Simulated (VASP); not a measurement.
BaZrO3:

```
CELL_PARAMETERS angstrom
4.19134 0.00000 0.00000
0.00000 4.19134 0.00000
0.00000 0.00000 4.19134
ATOMIC_POSITIONS crystal
Ba 0.00000 0.00000 0.00000
Zr 0.50000 0.50000 0.50000
O 0.50000 0.50000 0.00000
O 0.50000 0.00000 0.50000
O 0.00000 0.50000 0.50000
```

* Program: VASP 6.6.1
* Task: relaxation of cell and atoms
* Functional: revPBE
* Potentials or basis: VASP PAW PBE potentials, release 64 (Ba_sv, Zr_sv, O)
* Cutoff: 600 eV
* k mesh: 6 × 6 × 6
* Occupations: fermi-dirac, width 0.05 eV
* Spin: no spin polarisation

At the start: pressure 7.5 GPa; volume 14.73 Å³/atom.

Problem. Where does the relaxation end?

Solution. Over 3 steps the energy falls by 16.3 meV/atom and the volume is 15.46 Å³/atom (+5.0 %); space group Pm-3m (No. 221, to 0.05 Å).

The path:
```csv
step,energy change (eV),largest force (eV/Å),pressure (GPa),volume (Å³)
1,0.0000,0.0000,7.53,73.63
2,0.0014,0.0000,-6.34,81.25
3,-0.0815,0.0000,-0.02,77.29
```

Final structure:
```cif
data_structure
_symmetry_space_group_name_H-M 'P 1'
_symmetry_Int_Tables_number 1
_cell_length_a 4.2596
_cell_length_b 4.2596
_cell_length_c 4.2596
_cell_angle_alpha 90.000
_cell_angle_beta 90.000
_cell_angle_gamma 90.000
_cell_volume 77.29
loop_
_atom_site_label
_atom_site_type_symbol
_atom_site_fract_x
_atom_site_fract_y
_atom_site_fract_z
_atom_site_occupancy
Ba1 Ba 0.00000 0.00000 0.00000 1
Zr1 Zr 0.50000 0.50000 0.50000 1
O1 O 0.50000 0.50000 0.00000 1
O2 O 0.50000 0.00000 0.50000 1
O3 O 0.00000 0.50000 0.50000 1
```

Caveat: the PAW data sets were made with another functional, which shifts forces and pressure a little.
